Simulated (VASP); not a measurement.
The system is Be.

```
Be
1.0
     3.57902    0.00000    0.00000
    -1.78951    3.09953    0.00000
     0.00000    0.00000    2.19394
Be
3
Direct
  0.00000 0.00000 0.00000
  0.33333 0.66667 0.50000
  0.66667 0.33333 0.50000
```

```yaml
Program: VASP 6.6.1
Task: relaxation of cell and atoms
Functional: LDA
Potentials_or_basis: VASP PAW LDA potentials, release 64 (Be)
Cutoff: 600 eV
k_mesh: 10 × 10 × 14
Occupations: fermi-dirac, width 0.1 eV
Spin: no spin polarisation
```

At the start: pressure -5.7 GPa; volume 8.11 Å³/atom.

**Question.** How do energy, volume and symmetry change on relaxing?

**Answer.** Over 5 steps the energy falls by 7.5 meV/atom and the volume is 7.70 Å³/atom (-5.1 %); space group P6/mmm (No. 191, to 0.05 Å).

The path:
| step | energy change (eV) | largest force (eV/Å) | pressure (GPa) | volume (Å³) |
| --- | --- | --- | --- | --- |
| 1 | 0.0000 | 0.0000 | -5.72 | 24.34 |
| 2 | -0.0214 | 0.0000 | -0.98 | 23.33 |
| 3 | -0.0220 | 0.0000 | -0.05 | 23.16 |
| 4 | -0.0220 | 0.0000 | 0.07 | 23.13 |
| 5 | -0.0224 | 0.0000 | 0.10 | 23.11 |

Final structure:
```
Be
1.0
     3.52099    0.00000    0.00000
    -1.76050    3.04927    0.00000
     0.00000    0.00000    2.15229
Be
3
Direct
  0.00000 0.00000 0.00000
  0.33333 0.66667 0.50000
  0.66667 0.33333 0.50000
```
